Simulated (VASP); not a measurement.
## Li3Mg3H2: single point with PBE

Crystal: Li3Mg3H2.

```xyz
8
Lattice="3.0307 1.7498 4.3811 -3.0307 1.7498 4.3811 0.0000 -3.4995 4.3811" Properties=species:S:1:pos:R:3 pbc="T T T"
Li    0.0000    1.7498    4.3811
Li   -1.5153   -0.8749    4.3811
Li    1.5153   -0.8749    4.3811
Mg    0.0000   -1.7498    2.1906
Mg    1.5153    0.8749    2.1906
Mg   -1.5153    0.8749    2.1906
H     0.0000    0.0000    6.5717
H     0.0000    0.0000    0.0000
```

The cell was built from a structure type or drawn by symmetry, and may not be a known phase.

- Program: VASP 6.6.1
- Task: single point
- Functional: PBE
- Potentials or basis: VASP PAW PBE potentials, release 64 (Li_sv, Mg, H)
- Cutoff: 750 eV
- k mesh: 6 × 6 × 6
- Occupations: gaussian, width 0.1 eV
- Spin: no spin polarisation
- Dipole correction: no
- Further INCAR settings: ALGO = Normal; EDIFF = 1e-06; NBANDS = 18

* Pressure: 0.0 GPa
* Band gap on the k mesh: zero (an odd number of electrons rules out a gap without spin polarisation)

Stress tensor (GPa, compression positive):
```
 0.13  0.00  0.00
 0.00  0.13  0.00
 0.00  0.00 -0.22
```

Levels at points of the mesh, in eV from the Fermi level:
| k point | band 7 | band 8 | band 9 | band 10 | band 11 | band 12 |
| --- | --- | --- | --- | --- | --- | --- |
| (0.00, 0.00, 0.00) | -0.59 | -0.40 | -0.40 | 0.43 | 0.43 | 0.61 |
| (0.50, 0.00, 0.00) | -2.10 | -0.85 | 0.32 | 0.34 | 0.88 | 1.49 |
| (0.50, 0.50, 0.00) | -2.34 | -1.94 | -0.71 | 1.60 | 2.50 | 3.02 |
| (0.50, 0.50, 0.50) | -1.91 | -1.08 | -1.08 | -0.03 | -0.03 | 2.28 |

Wall time 3.9 min on 1 thread of Intel Xeon 8259CL, on a shared host, peak memory 0.43 GiB.
